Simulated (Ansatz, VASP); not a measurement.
# Na: VASP beside Ansatz

```
CELL_PARAMETERS angstrom
3.72375 0.00000 0.00000
-1.86188 3.22486 0.00000
0.00000 0.00000 12.10728
ATOMIC_POSITIONS crystal
Na 0.00000 0.00000 0.00000
Na 0.00000 0.00000 0.50000
Na 0.33333 0.66667 0.25000
Na 0.66667 0.33333 0.75000
```

Alike in both runs: task single point; functional RPBE; k mesh 11 × 11 × 3; occupations fermi-dirac, width 0.1 eV; no spin polarisation.

```csv
,VASP,Ansatz
version,VASP 6.6.1,Ansatz 0.2.0
potentials or method,"VASP PAW PBE potentials, release 64 (Na_pv), cutoff 520 eV","plane waves (420 eV) with PAW, scalar-relativistic"
valence electrons in the cell,28,36
```

```tsv
	VASP	Ansatz	Ansatz less VASP
pressure (GPa)	0.7	0.7	-0.04
traceless stress, the component that is largest in VASP (GPa)	0.14	0.14	-0.001
```

VASP's potentials were made for PBE, not for RPBE. The functional is the same, so the differences come from potentials, cutoffs and numerics. VASP's potentials hold 28 valence electrons a cell and Ansatz's 36, so a difference there can come from the potentials and not from the codes.
